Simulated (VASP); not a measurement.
# EuO (Fm-3m) in VASP: a series of runs

The runs below take EuO through single point, with PBEsol+U, PBE+D3(BJ)+U.

Everything below comes from runs of VASP 6.6.1. Logs are shortened: lines on timing, memory, paths and dates and some standing lists are left out, and cuts for length are marked.

## (1) The cell of the first run

It takes space group Fm-3m (No. 225, cubic). The conventional cell has a = 5.118 Å, b = 5.118 Å, c = 5.118 Å, α = 90.00°, β = 90.00°, γ = 90.00°. Eu (site symmetry m-3m) has 6 O at 2.56 Å within 3.4 Å. Within 3.4 Å of O (site symmetry m-3m) lie 6 Eu at 2.56 Å.

## (2) Single point, PBEsol+U, collinear spin (16.75 Å³/atom)

The input, INCAR:

```
SYSTEM = EuO
PREC = Accurate ; ENCUT = 600
EDIFF = 1E-6 ; ISMEAR = 0
SIGMA = 0.05 ; LREAL = .FALSE.
LASPH = .TRUE. ; NELM = 200
ALGO = Normal ; ISIF = 2
LWAVE = .FALSE. ; LCHARG = .FALSE.
ISPIN = 2 ; MAGMOM = 7.41 -0.1
LORBIT = 11 ; LMAXMIX = 6
LDAU = .TRUE. ; LDAUTYPE = 2
LDAUL = 3 -1 ; LDAUU = 6 0
LDAUJ = 0 0 ; LDAUPRINT = 1
GGA = PS ; NBANDS = 22
GGA_COMPAT = .FALSE.
```

The input, KPOINTS:

```
regular mesh
0
G
  8 8 8
  0 0 0
```

The input, POSCAR:

```
EuO
1.0
    0.0000000000      2.5588445157      2.5588445157
    2.5588445157      0.0000000000      2.5588445157
    2.5588445157      2.5588445157      0.0000000000
Eu O
1 1
Direct
    0.5000000000      0.5000000000      0.5000000000
    0.0000000000      0.0000000000      0.0000000000
```

Potentials or basis: VASP PAW PBE potentials, release 64 (Eu, O).

Started as:

```console
> cat potpaw_PBE.64/Eu/POTCAR potpaw_PBE.64/O/POTCAR > POTCAR
> mpirun -np 1 vasp_std > vasp.out
```

OUTCAR:

```text
SYSTEM = EuO
   PREC = Accurate
   ENCUT = 600
   EDIFF = 1E-6
   ISMEAR = 0
   LREAL = .FALSE.
   LASPH = .TRUE.
   NELM = 200
   ISIF = 2
   ISPIN = 2
   LORBIT = 11
   GGA = PS

 ion  position               nearest neighbor table
   1  0.500  0.500  0.500-   2 2.56   2 2.56   2 2.56   2 2.56   2 2.56   2 2.56
   2  0.000  0.000  0.000-   1 2.56   1 2.56   1 2.56   1 2.56   1 2.56   1 2.56

  LATTYP: Found a face centered cubic cell.
 ALAT       =     5.1176890314

  Lattice vectors:

 A1 = (   0.0000000000,   2.5588445157,   2.5588445157)
 A2 = (   2.5588445157,   0.0000000000,   2.5588445157)
 A3 = (   2.5588445157,   2.5588445157,   0.0000000000)

Analysis of symmetry for initial positions (statically):
=====================================================================
 Subroutine PRICEL returns:
 Original cell was already a primitive cell.

 Routine SETGRP: Setting up the symmetry group for a
 face centered cubic supercell.

 Subroutine GETGRP returns: Found 48 space group operations
 (whereof 48 operations were pure point group operations)
 out of a pool of 48 trial point group operations.

The static configuration has the point symmetry O_h .

Analysis of symmetry for dynamics (positions and initial velocities):
=====================================================================
 Subroutine PRICEL returns:
 Original cell was already a primitive cell.

 Routine SETGRP: Setting up the symmetry group for a
 face centered cubic supercell.

 Subroutine GETGRP returns: Found 48 space group operations
 (whereof 48 operations were pure point group operations)
 out of a pool of 48 trial point group operations.

The dynamic configuration has the point symmetry O_h .
[... 189 lines left out ...]
  o =  0.9595  v =  0.0000 -1.0000  0.0000  0.0000 -0.0000 -0.0000 -0.0000  0.0000  0.0000  0.0000  0.0000  0.0000  0.0000  0.0000      0.0000  0.0000  0.0000  0.0000  0.0000  0.0000  0.0000  0.0000  0.0000  0.0000  0.0000  0.0000  0.0000  0.0000
  o =  0.9697  v =  0.0009 -0.0000  0.0007 -0.9910  0.0819  0.0000 -0.1058  0.0000  0.0000  0.0000  0.0000  0.0000  0.0000  0.0000      0.0000  0.0000  0.0000  0.0000  0.0000  0.0000  0.0000  0.0000  0.0000  0.0000  0.0000  0.0000  0.0000  0.0000
  o =  0.9697  v = -0.0051 -0.0000 -0.0039 -0.1338 -0.6069  0.0000  0.7834  0.0000  0.0000  0.0000  0.0000  0.0000  0.0000  0.0000      0.0000  0.0000  0.0000  0.0000  0.0000  0.0000  0.0000  0.0000  0.0000  0.0000  0.0000  0.0000  0.0000  0.0000
  o =  0.9697  v =  0.7906  0.0000  0.6124  0.0003 -0.0040  0.0000  0.0051  0.0000  0.0000  0.0000  0.0000  0.0000  0.0000  0.0000      0.0000  0.0000  0.0000  0.0000  0.0000  0.0000  0.0000  0.0000  0.0000  0.0000  0.0000  0.0000  0.0000  0.0000
  o =  0.9738  v =  0.0003 -0.0000 -0.0003 -0.0000  0.1724 -0.9759  0.1335  0.0000  0.0000  0.0000  0.0000  0.0000  0.0000  0.0000      0.0000  0.0000  0.0000  0.0000  0.0000  0.0000  0.0000  0.0000  0.0000  0.0000  0.0000  0.0000  0.0000  0.0000
  o =  0.9738  v =  0.0009  0.0000 -0.0011 -0.0000 -0.7715 -0.2180 -0.5976  0.0000  0.0000  0.0000  0.0000  0.0000  0.0000  0.0000      0.0000  0.0000  0.0000  0.0000  0.0000  0.0000  0.0000  0.0000  0.0000  0.0000  0.0000  0.0000  0.0000  0.0000
  o =  0.9738  v =  0.6124 -0.0000 -0.7906  0.0000  0.0010  0.0007  0.0008  0.0000  0.0000  0.0000  0.0000  0.0000  0.0000  0.0000      0.0000  0.0000  0.0000  0.0000  0.0000  0.0000  0.0000  0.0000  0.0000  0.0000  0.0000  0.0000  0.0000  0.0000

 number of electron      23.0000000 magnetization       6.9999974

 Free energy of the ion-electron system (eV)
  ---------------------------------------------------
  ext. energy  EPLUGINS =         0.00000000
  ---------------------------------------------------
  free energy    TOTEN  =       -21.76131419 eV

  energy without entropy =      -21.76116368  energy(sigma->0) =      -21.76123893

 E-fermi :   3.5920     XC(G=0): -11.1033

 val. band max:        3.5340179042   @ k =   0.1250   0.1250   0.0000
 cond. band min:       3.6205831470   @ k =   0.0000   0.0000   0.0000
 fundamental gap:      0.0865652427
 Fermi energy:         3.5919639158

 spin component 1

 k-point     1 :       0.0000    0.0000    0.0000
  band No.  band energies     occupation
      1     -36.0655      1.00000
      2     -14.6104      1.00000
      3     -14.6104      1.00000
      4     -14.6104      1.00000
      5     -14.0259      1.00000
      6       0.5150      1.00000
[... 1193 lines left out ...]
     21      15.6675      0.00000
     22      15.8088      0.00000

 [... further k-points ...]

------------------------ aborting loop because EDIFF is reached ----------------------------------------

  FORCE on cell =-STRESS in cart. coord.  units (eV):
  Direction    XX          YY          ZZ          XY          YZ          ZX
  --------------------------------------------------------------------------------------
  -------------------------------------------------------------------------------------
  Total       -0.5258083     -0.5258083     -0.5258083      0.0000000      0.0000000     -0.0000000
  in kB      -25.1406389    -25.1406389    -25.1406389      0.0000000      0.0000000     -0.0000000
  external PRESSURE =     -25.1406389 kB  Pullay stress =       0.0000000 kB

 VOLUME and BASIS-vectors are now :
 -----------------------------------------------------------------------------
  energy-cutoff  :      600.00
  volume of cell :       33.51
      direct lattice vectors                 reciprocal lattice vectors
     0.000000000  2.558844516  2.558844516    -0.195400696  0.195400696  0.195400696
     2.558844516  0.000000000  2.558844516     0.195400696 -0.195400696  0.195400696
     2.558844516  2.558844516  0.000000000     0.195400696  0.195400696 -0.195400696

 POSITION                                       TOTAL-FORCE (eV/Angst)
 -----------------------------------------------------------------------------------
      2.55884      2.55884      2.55884         0.000000      0.000000      0.000000
      0.00000      0.00000      0.00000        -0.000000     -0.000000     -0.000000
 -----------------------------------------------------------------------------------
    total drift:                                0.000000     -0.000000      0.000000

  FREE ENERGIE OF THE ION-ELECTRON SYSTEM (eV)
  ---------------------------------------------------
  free  energy   TOTEN  =       -21.7613141946 eV

  energy  without entropy=      -21.7611636754  energy(sigma->0) =      -21.76123893

 total charge

# of ion       s       p       d       f       tot
--------------------------------------------------
    1        2.029   5.769   0.319   6.799  14.917
    2        1.547   3.390   0.000   0.000   4.937
--------------------------------------------------
tot          3.576   9.158   0.319   6.799  19.854

 magnetization (x)

# of ion       s       p       d       f       tot
--------------------------------------------------
    1       -0.011  -0.099   0.078   6.764   6.731
    2       -0.005  -0.097   0.000   0.000  -0.102
--------------------------------------------------
tot         -0.017  -0.196   0.078   6.764   6.630
```

Wall time 49 s (1 thread of AMD EPYC 9R45 (Zen 5), shared host); peak memory 0.2 GiB.

What came out:

```yaml
Free_energy: -21.7613 eV
Pressure: -2.5 GPa
Band_gap_on_the_k_mesh: zero (filled and empty bands overlap)
Net_moment: 7.00 μB per cell
Site_moments: Eu +6.73; O -0.10 μB
Valence_electrons_inside_the_program's_atomic_spheres: Eu 14.92; O 4.94
```

Eigenvalues of the final occupation matrices:
```tsv
site	spin	trace	eigenvalues
site 1 f	1	6.79	0.96 0.97 0.97 0.97 0.97 0.97 0.97
site 1 f	2	0.02	0.00 0.00 0.00 0.00 0.00 0.00 0.00
```

Caveat: the PAW data sets were made with another functional, which shifts forces and pressure a little; spin-orbit coupling is left out, which moves the levels of the heavy elements; a cell with one magnetic atom can't hold antiferromagnetic order, which such compounds often take.

## (3) Single point, PBE+D3(BJ)+U, collinear spin (16.85 Å³/atom)

This run uses another cell than the first one, of 16.85 Å³/atom.

The input, INCAR:

```
PREC = Accurate
ENCUT = 600
EDIFF = 1E-6
ISMEAR = 0
SIGMA = 0.05
LREAL = F
LASPH = T
NELM = 200
ALGO = Normal
ISIF = 2
LWAVE = F
LCHARG = F
ISPIN = 2
MAGMOM = 7.42 -0.09
LORBIT = 11
LMAXMIX = 6
LDAU = T
LDAUTYPE = 2
LDAUL = 3 -1
LDAUU = 6 0
LDAUJ = 0 0
LDAUPRINT = 1
GGA = PE
IVDW = 12
NBANDS = 22
GGA_COMPAT = F
```

The input, KPOINTS:

```
Automatic mesh
0
Gamma
  8 8 8
```

The input, POSCAR:

```
EuO
1.0
    0.0000000000      2.5636236047      2.5636236047
    2.5636236047      0.0000000000      2.5636236047
    2.5636236047      2.5636236047      0.0000000000
Eu O
1 1
Direct
    0.5000000000      0.5000000000      0.5000000000
    0.0000000000      0.0000000000      0.0000000000
```

Potentials or basis: VASP PAW PBE potentials, release 64 (Eu, O).

Started as:

```console
> cat potpaw_PBE.64/Eu/POTCAR potpaw_PBE.64/O/POTCAR > POTCAR
> mpirun -np 1 vasp_std > vasp.out
```

Run time: 42 s. Hardware: 1 thread of AMD EPYC 9R45 (Zen 5), shared host; peak memory 0.21 GiB.

The run converged. Its results:

* Free energy: -21.6675 eV
* Pressure: -0.6 GPa
* Band gap on the k mesh: zero (filled and empty bands overlap)
* Net moment: 7.00 μB per cell
* Site moments: Eu +6.72; O -0.10 μB
* Valence electrons inside the program's atomic spheres: Eu 14.96; O 4.96
* Dispersion energy per atom: -0.269 eV

Levels at points of the mesh, in eV from the Fermi level:
Spin up:
```tsv
k point	band 13	band 14	band 15	band 16	band 17	band 18
(0.00, 0.00, 0.00)	0.02	0.02	0.02	0.95	2.94	2.94
(0.50, 0.00, 0.00)	-0.52	-0.48	-0.48	3.54	5.72	5.72
(0.50, 0.50, 0.00)	-0.49	-0.15	-0.15	-0.05	4.74	7.13
```
Spin down:
| k point | band 4 | band 5 | band 6 | band 7 | band 8 | band 9 | band 10 | band 11 | band 12 | band 13 |
| --- | --- | --- | --- | --- | --- | --- | --- | --- | --- | --- |
| (0.00, 0.00, 0.00) | -15.90 | -15.90 | -2.62 | -2.62 | -2.62 | 1.76 | 3.91 | 3.91 | 3.91 | 6.30 |
| (0.50, 0.00, 0.00) | -16.00 | -14.92 | -4.73 | -3.79 | -3.79 | 4.19 | 6.45 | 6.77 | 6.77 | 9.12 |
| (0.50, 0.50, 0.00) | -16.37 | -16.37 | -2.67 | -2.58 | -2.58 | 0.83 | 5.63 | 7.90 | 8.37 | 9.48 |

Eigenvalues of the final occupation matrices:
| site | spin | trace | eigenvalues |
| --- | --- | --- | --- |
| site 1 f | 1 | 6.80 | 0.96 0.97 0.97 0.97 0.98 0.98 0.98 |
| site 1 f | 2 | 0.02 | 0.00 0.00 0.00 0.00 0.00 0.00 0.00 |

Caveat: spin-orbit coupling is left out, which moves the levels of the heavy elements; a cell with one magnetic atom can't hold antiferromagnetic order, which such compounds often take.

## (4) Single point, PBE+D3(BJ)+U, collinear spin, ferromagnetic start

This run uses another cell than the first one, of 17.01 Å³/atom.

The input, INCAR:

```
SYSTEM = EuO
ALGO     = Normal         ! electronic algorithm
EDIFF    = 1E-6           ! SCF threshold, eV
ENCUT    = 600            ! plane-wave cutoff, eV
GGA      = PE             ! functional
GGA_COMPAT= .FALSE.      
ISIF     = 2              ! what is computed and relaxed
ISMEAR   = 0              ! smearing method
ISPIN    = 2              ! spin polarisation
IVDW     = 12             ! dispersion correction
LASPH    = .TRUE.         ! aspherical terms in the spheres
LCHARG   = .TRUE.         ! write CHGCAR
LDAU     = .TRUE.         ! DFT+U
LDAUJ    = 0 0          
LDAUL    = 3 -1           ! shell
LDAUPRINT= 1            
LDAUTYPE = 2            
LDAUU    = 6 0            ! U, eV
LELF     = .TRUE.         ! ELF
LMAXMIX  = 6              ! l up to which the mixer works
LORBIT   = 11             ! projections on sites
LREAL    = .FALSE.        ! projectors in reciprocal space
LVHAR    = .TRUE.       
LWAVE    = .FALSE.        ! write WAVECAR
MAGMOM   = 7.43 0         ! initial moments
NBANDS   = 22             ! bands
NELM     = 200            ! most SCF steps
PREC     = Accurate       ! precision mode
SIGMA    = 0.05           ! smearing width, eV
```

The input, KPOINTS:

```
k-points
0
G
  8 8 8
  0 0 0
```

The input, POSCAR:

```
EuO
1.0
    0.0000000000      2.5719519658      2.5719519658
    2.5719519658      0.0000000000      2.5719519658
    2.5719519658      2.5719519658      0.0000000000
Eu O
1 1
Direct
    0.5000000000      0.5000000000      0.5000000000
    0.0000000000      0.0000000000      0.0000000000
```

Started as:

```console
> cat potpaw_PBE.64/Eu/POTCAR potpaw_PBE.64/O/POTCAR > POTCAR
> mpirun -np 1 vasp_std > vasp.out
```

Run time: 48 s. Hardware: 1 thread of AMD EPYC 9R45 (Zen 5), shared host; peak memory 0.21 GiB.

Results (log left out):

- Free energy: -21.6658 eV
- Pressure: -1.4 GPa
- Band gap on the k mesh: zero (filled and empty bands overlap)
- Net moment: 7.00 μB per cell
- Site moments: Eu +6.73; O -0.09 μB
- Valence electrons inside the program's atomic spheres: Eu 14.95; O 4.96
- Dispersion energy per atom: -0.266 eV

Levels at points of the mesh, in eV from the Fermi level:
Spin up:
| k point | band 12 | band 13 | band 14 | band 15 | band 16 | band 17 | band 18 | band 19 |
| --- | --- | --- | --- | --- | --- | --- | --- | --- |
| (0.00, 0.00, 0.00) | -0.49 | 0.01 | 0.01 | 0.01 | 0.91 | 2.94 | 2.94 | 2.94 |
| (0.50, 0.00, 0.00) | -0.52 | -0.52 | -0.49 | -0.48 | 3.52 | 5.69 | 5.69 | 6.01 |
| (0.50, 0.50, 0.00) | -0.61 | -0.49 | -0.16 | -0.16 | -0.02 | 4.69 | 7.08 | 7.84 |
Spin down:
| k point | band 6 | band 7 | band 8 | band 9 | band 10 | band 11 |
| --- | --- | --- | --- | --- | --- | --- |
| (0.00, 0.00, 0.00) | -2.60 | -2.60 | -2.60 | 1.71 | 3.91 | 3.91 |
| (0.50, 0.00, 0.00) | -4.70 | -3.75 | -3.75 | 4.16 | 6.40 | 6.73 |
| (0.50, 0.50, 0.00) | -2.67 | -2.56 | -2.56 | 0.85 | 5.57 | 7.86 |

Eigenvalues of the final occupation matrices:
```tsv
site	spin	trace	eigenvalues
site 1 f	1	6.81	0.96 0.97 0.97 0.97 0.98 0.98 0.98
site 1 f	2	0.02	0.00 0.00 0.00 0.00 0.00 0.00 0.00
```

Caveat: spin-orbit coupling is left out, which moves the levels of the heavy elements; a cell with one magnetic atom can't hold antiferromagnetic order, which such compounds often take. The state reached can hang on the start; a lower one may exist.

## (5) Single point, PBEsol+U, collinear spin, ferromagnetic start

This run uses another cell than the first one, of 17.01 Å³/atom.

The input, INCAR:

```
SYSTEM = EuO
PREC     = Accurate       ! precision mode
ENCUT    = 600            ! plane-wave cutoff, eV
EDIFF    = 1E-6           ! SCF threshold, eV
ISMEAR   = 0              ! smearing method
SIGMA    = 0.05           ! smearing width, eV
LREAL    = .FALSE.        ! projectors in reciprocal space
LASPH    = .TRUE.         ! aspherical terms in the spheres
NELM     = 200            ! most SCF steps
ALGO     = Normal         ! electronic algorithm
ISIF     = 2              ! what is computed and relaxed
LWAVE    = .FALSE.        ! write WAVECAR
LCHARG   = .FALSE.        ! write CHGCAR
ISPIN    = 2              ! spin polarisation
MAGMOM   = 7.43 0         ! initial moments
LORBIT   = 11             ! projections on sites
LMAXMIX  = 6              ! l up to which the mixer works
LDAU     = .TRUE.         ! DFT+U
LDAUTYPE = 2            
LDAUL    = 3 -1           ! shell
LDAUU    = 6 0            ! U, eV
LDAUJ    = 0 0          
LDAUPRINT= 1            
GGA      = PS             ! functional
NBANDS   = 22             ! bands
GGA_COMPAT= .FALSE.
```

The input, KPOINTS:

```
regular mesh
0
G
  8 8 8
  0 0 0
```

POSCAR is that of step 4.

Started as:

```console
> cat potpaw_PBE.64/Eu/POTCAR potpaw_PBE.64/O/POTCAR > POTCAR
> mpirun -np 1 vasp_std > vasp.out
```

Wall time 40 s (1 thread of AMD EPYC 9R45 (Zen 5), shared host); peak memory 0.2 GiB.

It converged, with:

```
Free energy                                           : -21.7517 eV
Pressure                                              : -3.7 GPa
Band gap on the k mesh                                : zero (filled and empty bands overlap)
Net moment                                            : 7.00 μB per cell
Site moments                                          : Eu +6.73; O -0.10 μB
Valence electrons inside the program's atomic spheres : Eu 14.91; O 4.93
```

Levels at points of the mesh, in eV from the Fermi level:
Spin up:
```csv
k point,band 12,band 13,band 14,band 15,band 16,band 17,band 18,band 19
"(0.00, 0.00, 0.00)",-0.48,0.03,0.03,0.03,0.76,2.86,2.86,2.86
"(0.50, 0.00, 0.00)",-0.51,-0.51,-0.47,-0.47,3.46,5.66,5.66,5.84
"(0.50, 0.50, 0.00)",-0.59,-0.47,-0.15,-0.15,-0.13,4.62,7.05,7.70
```
Spin down:
```csv
k point,band 4,band 5,band 6,band 7,band 8,band 9,band 10,band 11,band 12,band 13
"(0.00, 0.00, 0.00)",-15.88,-15.88,-2.62,-2.62,-2.62,1.57,3.84,3.84,3.84,6.21
"(0.50, 0.00, 0.00)",-15.98,-14.88,-4.75,-3.79,-3.79,4.09,6.26,6.69,6.69,9.03
"(0.50, 0.50, 0.00)",-16.34,-16.34,-2.69,-2.58,-2.58,0.74,5.50,7.72,8.28,9.42
```

Eigenvalues of the final occupation matrices:
```csv
site,spin,trace,eigenvalues
site 1 f,1,6.79,0.96 0.97 0.97 0.97 0.97 0.97 0.97
site 1 f,2,0.02,0.00 0.00 0.00 0.00 0.00 0.00 0.00
```

Caveat: the cell stands under tension; the PAW data sets were made with another functional, which shifts forces and pressure a little; spin-orbit coupling is left out, which moves the levels of the heavy elements; a cell with one magnetic atom can't hold antiferromagnetic order, which such compounds often take.

## (6) Overview

| level | spin | cell | gap on the mesh (eV) | pressure (GPa) | moment (μB) |
| --- | --- | --- | --- | --- | --- |
| PBEsol+U | collinear | a = 3.619 Å, angles 60.0°, 2 atoms | none | -2.5 | 7.00 |
| PBE+D3(BJ)+U | collinear | a = 3.626 Å, angles 60.0°, 2 atoms | none | -0.6 | 7.00 |
| PBE+D3(BJ)+U | collinear, ferromagnetic start | a = 3.637 Å, angles 60.0°, 2 atoms | none | -1.4 | 7.00 |
| PBEsol+U | collinear, ferromagnetic start | a = 3.637 Å, angles 60.0°, 2 atoms | none | -3.7 | 7.00 |

Alike in all rows: task single point; potentials or basis VASP PAW PBE potentials, release 64 (Eu, O); Eu f U = 6.0 eV; k mesh 8 × 8 × 8; cutoff (eV) 600; smearing gaussian 0.05 eV.

Caveats: spin-orbit coupling is left out, which moves the levels of the heavy elements; a cell with one magnetic atom can't hold antiferromagnetic order, which such compounds often take; the PAW data sets were made with another functional, which shifts forces and pressure a little (at least some runs); the cell stands under tension (at least some runs).

Absolute energies hang on the potentials; compare differences alone.

The gap in the log of VASP goes by the Fermi energy; the results here count the filled bands.